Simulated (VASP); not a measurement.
# Ti in VASP: single point with r2SCAN

Aim: the single point of Ti with r2SCAN.

Program: VASP 6.6.1. These are calculated values, not measurements. Logs are shortened: lines on timing, memory, paths and dates and some standing lists are left out, and cuts for length are marked.

**1. The cell of the first run**

The cell holds a wire or tube with vacuum around it, 1 atom: a = 9.000 Å, b = 9.300 Å, c = 2.535 Å, α = 90.00°, β = 90.00°, γ = 90.00°.

**2. Single point, r2SCAN, collinear spin**

POSCAR

```
Ti
1.0
    9.0000000000      0.0000000000      0.0000000000
    0.0000000000      9.3000000000      0.0000000000
    0.0000000000      0.0000000000      2.5345192714
Ti
1
Direct
    0.5000000000      0.5000000000      0.0000000000
```

INCAR.step1

```
PREC = Accurate
ENCUT = 500
ISMEAR = 0
SIGMA = 0.05
LREAL = False
LASPH = True
NELM = 300
ISPIN = 2
MAGMOM = 1.5
LMAXMIX = 4
NBANDS = 16
GGA = PE
ALGO = All
EDIFF = 1E-5
LWAVE = True
LCHARG = False
GGA_COMPAT = False
ISEARCH = 1
KPAR = 4
```

INCAR.step2

```
PREC = Accurate
ENCUT = 500
EDIFF = 1E-6
ISMEAR = 0
SIGMA = 0.05
LREAL = False
LASPH = True
NELM = 300
ALGO = All
ISIF = 2
LWAVE = False
LCHARG = True
ISPIN = 2
MAGMOM = 1.5
LORBIT = 11
LMAXMIX = 4
METAGGA = R2SCAN
LMIXTAU = True
LVHAR = True
NBANDS = 16
ISTART = 1
GGA_COMPAT = False
ISEARCH = 1
KPAR = 4
```

KPOINTS

```
regular mesh
0
Gamma
  1 1 25
```

Potentials or basis: VASP PAW PBE potentials, release 64 (Ti_sv).

Run with:

```sh
$ cat potpaw_PBE.64/Ti_sv/POTCAR > POTCAR
$ cp INCAR.step1 INCAR
$ mpirun -np 4 vasp_std > vasp.out
$ cp INCAR.step2 INCAR
$ mpirun -np 4 vasp_std > vasp.out
```

OUTCAR:

```text
PREC = Accurate
   ENCUT = 500
   EDIFF = 1E-6
   ISMEAR = 0
   LREAL = False
   LASPH = True
   NELM = 300
   ISIF = 2
   ISPIN = 2
   LORBIT = 11
   METAGGA = R2SCAN
   ISTART = 1

 ion  position               nearest neighbor table
   1  0.500  0.500  0.000-

  LATTYP: Found a simple orthorhombic cell.
 ALAT       =     2.5345192714
 B/A-ratio  =     3.5509692515
 C/A-ratio  =     3.6693348932

  Lattice vectors:

 A1 = (   0.0000000000,   0.0000000000,   2.5345192714)
 A2 = (   9.0000000000,   0.0000000000,   0.0000000000)
 A3 = (   0.0000000000,   9.3000000000,   0.0000000000)

Analysis of symmetry for initial positions (statically):
=====================================================================
 Subroutine PRICEL returns:
 Original cell was already a primitive cell.

 Routine SETGRP: Setting up the symmetry group for a
 simple orthorhombic supercell.

 Subroutine GETGRP returns: Found  8 space group operations
 (whereof  8 operations were pure point group operations)
 out of a pool of  8 trial point group operations.

The static configuration has the point symmetry D_2h.

Analysis of symmetry for dynamics (positions and initial velocities):
=====================================================================
 Subroutine PRICEL returns:
 Original cell was already a primitive cell.

 Routine SETGRP: Setting up the symmetry group for a
 simple orthorhombic supercell.

 Subroutine GETGRP returns: Found  8 space group operations
 (whereof  8 operations were pure point group operations)
 out of a pool of  8 trial point group operations.

The dynamic configuration has the point symmetry D_2h.

Analysis of structural, dynamic, and magnetic symmetry:
=====================================================================
 Subroutine PRICEL returns:
 Original cell was already a primitive cell.

 Routine SETGRP: Setting up the symmetry group for a
 simple orthorhombic supercell.

 Subroutine GETGRP returns: Found  8 space group operations
 (whereof  8 operations were pure point group operations)
 out of a pool of  8 trial point group operations.

The overall configuration has the point symmetry D_2h.

 Subroutine INISYM returns: Found  8 space group operations
 (whereof  8 operations are pure point group operations),
 and found     1 'primitive' translations

----------------------------------------------------------------------------------------

                                     Primitive cell

  volume of cell :     212.1393

  direct lattice vectors                    reciprocal lattice vectors
     9.000000000  0.000000000  0.000000000     0.111111111  0.000000000  0.000000000
     0.000000000  9.300000000  0.000000000     0.000000000  0.107526882  0.000000000
     0.000000000  0.000000000  2.534519271     0.000000000  0.000000000  0.394552139

  length of vectors
     9.000000000  9.300000000  2.534519271     0.111111111  0.107526882  0.394552139

  position of ions in fractional coordinates (direct lattice)
     0.500000000  0.500000000  0.000000000

  ion indices of the primitive-cell ions
   primitive index   ion index
                 1           1

----------------------------------------------------------------------------------------

 KPOINTS: regular mesh

Automatic generation of k-mesh.
 Grid dimensions read from file:
 generate k-points for:    1    1   25

 Generating k-lattice:

  Cartesian coordinates                     Fractional coordinates (reciprocal lattice)
     0.111111111  0.000000000  0.000000000     1.000000000  0.000000000  0.000000000
     0.000000000  0.107526882  0.000000000     0.000000000  1.000000000  0.000000000
     0.000000000  0.000000000  0.015782086     0.000000000  0.000000000  0.040000000

  Length of vectors
     0.111111111  0.107526882  0.015782086

  Shift w.r.t. Gamma in fractional coordinates (k-lattice)
     0.000000000  0.000000000  0.000000000

 Subroutine IBZKPT returns following result:
 ===========================================

 Found     13 irreducible k-points:

 Following reciprocal coordinates:
            Coordinates               Weight
  0.000000  0.000000  0.000000      1.000000
  0.000000  0.000000  0.040000      2.000000
  0.000000  0.000000  0.080000      2.000000
  0.000000  0.000000  0.120000      2.000000
  0.000000  0.000000  0.160000      2.000000
  0.000000  0.000000  0.200000      2.000000
  0.000000  0.000000  0.240000      2.000000
  0.000000  0.000000  0.280000      2.000000
  0.000000  0.000000  0.320000      2.000000
  0.000000  0.000000  0.360000      2.000000
  0.000000  0.000000  0.400000      2.000000
  0.000000  0.000000  0.440000      2.000000
  0.000000  0.000000  0.480000      2.000000
   k-points           NKPTS =     13   k-points in BZ     NKDIM =     13   number of bands    NBANDS=     16
   number of dos      NEDOS =    301   number of ions     NIONS =      1
   total plane-waves  NPLWV =  88200
   dimension x,y,z NGX =    70 NGY =   70 NGZ =   18
   dimension x,y,z NGXF=   140 NGYF=  140 NGZF=   36
   ions per type =               1
   NGX,Y,Z   is equivalent  to a cutoff of  12.93, 12.51, 11.81 a.u.
   NGXF,Y,Z  is equivalent  to a cutoff of  25.86, 25.03, 23.61 a.u.
 SYSTEM =  unknown system
   PREC   = accura    normal or accurate (medium, high low for compatibility)
   ISTART =      1    job   : 0-new  1-cont  2-samecut
   ICHARG =      0    charge: 1-file 2-atom 10-const
   ISPIN  =      2    spin polarized calculation?
   LNONCOLLINEAR =      F non collinear calculations
   LSORBIT =      F    spin-orbit coupling
   LASPH  =      T    aspherical Exc in radial PAW
   ENCUT  =  500.0 eV  36.75 Ry    6.06 a.u.  16.41 16.96  4.62*2*pi/ulx,y,z
   NELM   =    300;   NELMIN=  2; NELMDL=  0     # of ELM steps
   EDIFF  = 0.1E-05   stopping-criterion for ELM
   LREAL  =      F    real-space projection
   EDIFFG = 0.1E-04   stopping-criterion for IOM
   NSW    =      0    number of steps for IOM
   IBRION =     -1    ionic relax: 0-MD 1-quasi-New 2-CG
   NFREE  =      0    steps in history (QN), initial steepest desc. (CG)
   ISIF   =      2    stress and relaxation
   ISYM   =      2    0-nonsym 1-usesym 2-fastsym
   POTIM  = 0.5000    time-step for ionic-motion
   TEBEG  =    0.0;   TEEND  =   0.0 temperature during run
   PSTRESS=    0.0 pullay stress
   NELECT =      12.0000    total number of electrons
   NUPDOWN=      -1.0000    fix difference up-down
   EMIN   =  10.00;   EMAX   =-10.00  energy-range for DOS
   EFERMI =   0.00;   METHOD = LEGACY
   ISMEAR =     0;   SIGMA  =   0.05  broadening in eV -4-tet -1-fermi 0-gaus
   EFERMI_NEDOS =   21; number of points for ismear=-14 and -15
   IALGO  =     58    algorithm
   IMIX   =      4    mixing-type and parameters
     AMIX     =   0.40;   BMIX     =  1.00
     AMIX_MAG =   1.60;   BMIX_MAG =  1.00
  volume/ion in A,a.u.               =     212.14      1431.59
  Fermi-wavevector in a.u.,A,eV,Ry     =   0.628437  1.187573  5.373386  0.394933
  Thomas-Fermi vector in A             =   1.690381
   LORBIT       =     11    0 simple, 1 ext, 2 COOP (PROOUT), +10 PAW based schemes
   METAGGA = R2SCAN    functional components
   LHFCALC =     F    Hartree Fock is set to
   AEXX    =    0.0000 exact exchange contribution
   IVDW    =     0    specifies the selected vdW correction
   LEPSILON=     F    determine dielectric tensor
   LRPA    =     F    only Hartree local field effects (RPA)
 spin polarized calculation
 Gauss-broadening in eV      SIGMA  =   0.05
  energy-cutoff  :      500.00
  volume of cell :      212.14
 maximum number of plane-waves:      5403
 NGX is ok and might be reduce to    70
   NGX = 33   NGY = 33   NGZ =  9

 number of electron      11.9999994 magnetization       3.1200205

 Free energy of the ion-electron system (eV)
  ---------------------------------------------------
  ext. energy  EPLUGINS =         0.00000000
  ---------------------------------------------------
  free energy    TOTEN  =        -9.17916420 eV

  energy without entropy =       -9.17717047  energy(sigma->0) =       -9.17816733

 E-fermi :  -2.3949     XC(G=0):  -2.4100

 val. band max:       -2.5037936858   @ k =   0.0000   0.0000   0.2000
 cond. band min:      -2.3762818181   @ k =   0.0000   0.0000   0.2400
 fundamental gap:      0.1275118677
 Fermi energy:        -2.3948947174

 spin component 1

 k-point     1 :       0.0000    0.0000    0.0000
  band No.  band energies     occupation
      1     -62.6985      1.00000
      2     -37.9746      1.00000
      3     -37.9745      1.00000
      4     -37.3311      1.00000
      5      -6.4008      1.00000
      6      -3.8613      1.00000
[... 8 lines left out ...]
     15       2.7648      0.00000
     16       2.8620      0.00000

 k-point     2 :       0.0000    0.0000    0.0400
  band No.  band energies     occupation
      1     -62.6954      1.00000
      2     -37.9721      1.00000
      3     -37.9720      1.00000
      4     -37.3517      1.00000
      5      -6.3334      1.00000
      6      -3.8241      1.00000
[... 8 lines left out ...]
     15       2.8106      0.00000
     16       2.9067      0.00000

 k-point     3 :       0.0000    0.0000    0.0800
  band No.  band energies     occupation
      1     -62.6862      1.00000
      2     -37.9649      1.00000
      3     -37.9648      1.00000
      4     -37.4120      1.00000
      5      -6.1341      1.00000
      6      -3.7130      1.00000
[... 8 lines left out ...]
     15       2.9450      0.00000
     16       3.0127      0.00000
[... 153 lines left out ...]
 k-point    12 :       0.0000    0.0000    0.4400
  band No.  band energies     occupation
      1     -62.5032      1.00000
      2     -38.5317      1.00000
      3     -37.8218      1.00000
      4     -37.8216      1.00000
      5      -4.3949      1.00000
      6      -4.3947      1.00000
[... 8 lines left out ...]
     15       5.9008      0.00000
     16       6.9746      0.00000

 k-point    13 :       0.0000    0.0000    0.4800
  band No.  band energies     occupation
      1     -62.4968      1.00000
      2     -38.5685      1.00000
      3     -37.8168      1.00000
      4     -37.8166      1.00000
      5      -4.4606      1.00000
      6      -4.4605      1.00000
[... 8 lines left out ...]
     15       6.3518      0.00000
     16       6.4039      0.00000
 Fermi energy:        -2.3948947174

 spin component 2

 k-point     1 :       0.0000    0.0000    0.0000
  band No.  band energies     occupation
      1     -60.2242      1.00000
      2     -35.5341      1.00000
      3     -35.5331      1.00000
      4     -34.7212      1.00000
      5      -3.9446      1.00000
      6      -1.7924      0.00000
[... 8 lines left out ...]
     15       3.6044      0.00000
     16       3.6358      0.00000

 k-point     2 :       0.0000    0.0000    0.0400
  band No.  band energies     occupation
      1     -60.2212      1.00000
      2     -35.5318      1.00000
      3     -35.5309      1.00000
      4     -34.7411      1.00000
      5      -3.8829      1.00000
      6      -1.7461      0.00000
[... 8 lines left out ...]
     15       3.6585      0.00000
     16       3.6872      0.00000

 k-point     3 :       0.0000    0.0000    0.0800
  band No.  band energies     occupation
      1     -60.2125      1.00000
      2     -35.5252      1.00000
      3     -35.5242      1.00000
      4     -34.7994      1.00000
      5      -3.7006      1.00000
      6      -1.6076      0.00000
[... 8 lines left out ...]
     15       3.8097      0.00000
     16       3.8327      0.00000
[... 153 lines left out ...]
 k-point    12 :       0.0000    0.0000    0.4400
  band No.  band energies     occupation
      1     -60.0378      1.00000
      2     -35.8828      1.00000
      3     -35.3941      1.00000
      4     -35.3931      1.00000
      5      -1.5151      0.00000
      6      -1.5146      0.00000
[... 8 lines left out ...]
     15       7.4076      0.00000
     16       8.7158      0.00000

 k-point    13 :       0.0000    0.0000    0.4800
  band No.  band energies     occupation
      1     -60.0317      1.00000
      2     -35.9185      1.00000
      3     -35.3895      1.00000
      4     -35.3885      1.00000
      5      -1.5710      0.00000
      6      -1.5705      0.00000
[... 8 lines left out ...]
     15       8.1522      0.00000
     16       8.2224      0.00000

------------------------ aborting loop because EDIFF is reached ----------------------------------------

  FORCE on cell =-STRESS in cart. coord.  units (eV):
  Direction    XX          YY          ZZ          XY          YZ          ZX
  --------------------------------------------------------------------------------------
  -------------------------------------------------------------------------------------
  Total       -0.0747823     -0.0460461      0.6292324      0.0000000      0.0000000      0.0000000
  in kB       -0.5647918     -0.3477624      4.7522642      0.0000000      0.0000000      0.0000000
  external PRESSURE =       1.2799034 kB  Pullay stress =       0.0000000 kB

 VOLUME and BASIS-vectors are now :
 -----------------------------------------------------------------------------
  energy-cutoff  :      500.00
  volume of cell :      212.14
      direct lattice vectors                 reciprocal lattice vectors
     9.000000000  0.000000000  0.000000000     0.111111111  0.000000000  0.000000000
     0.000000000  9.300000000  0.000000000     0.000000000  0.107526882  0.000000000
     0.000000000  0.000000000  2.534519271     0.000000000  0.000000000  0.394552139

 POSITION                                       TOTAL-FORCE (eV/Angst)
 -----------------------------------------------------------------------------------
      4.50000      4.65000      0.00000         0.000000      0.000000      0.000000
 -----------------------------------------------------------------------------------
    total drift:                                0.000000      0.000000      0.000000

  FREE ENERGIE OF THE ION-ELECTRON SYSTEM (eV)
  ---------------------------------------------------
  free  energy   TOTEN  =        -9.1791641973 eV

  energy  without entropy=       -9.1771731232  energy(sigma->0) =       -9.17816866

 total charge

# of ion       s       p       d       tot
------------------------------------------
    1        2.229   5.986   2.060  10.275

 magnetization (x)

# of ion       s       p       d       tot
------------------------------------------
    1        0.072   0.054   1.965   2.091
```

It took 10 min on 4 MPI ranks of Intel Xeon 6975P-C (Granite Rapids), shared host; peak memory 0.45 GiB.

Results:

```yaml
Free_energy: -9.1792 eV
Net_moment: 3.12 μB per cell
Site_moments: Ti +2.09 μB
Valence_electrons_inside_the_program's_atomic_spheres: Ti 10.28
```

Levels at points of the mesh, in eV from the Fermi level:
Spin up:
```csv
k point,band 5,band 6,band 7,band 8,band 9,band 10,band 11,band 12
"(0.00, 0.00, 0.00)",-4.01,-1.47,-0.51,-0.49,0.48,0.50,1.94,1.94
```
Spin down:
```csv
k point,band 1,band 2,band 3,band 4,band 5,band 6,band 7,band 8
"(0.00, 0.00, 0.00)",-57.83,-33.14,-33.14,-32.33,-1.55,0.60,1.87,1.91
```

Caveat: the PAW data sets were made with another functional, which shifts forces and pressure a little.
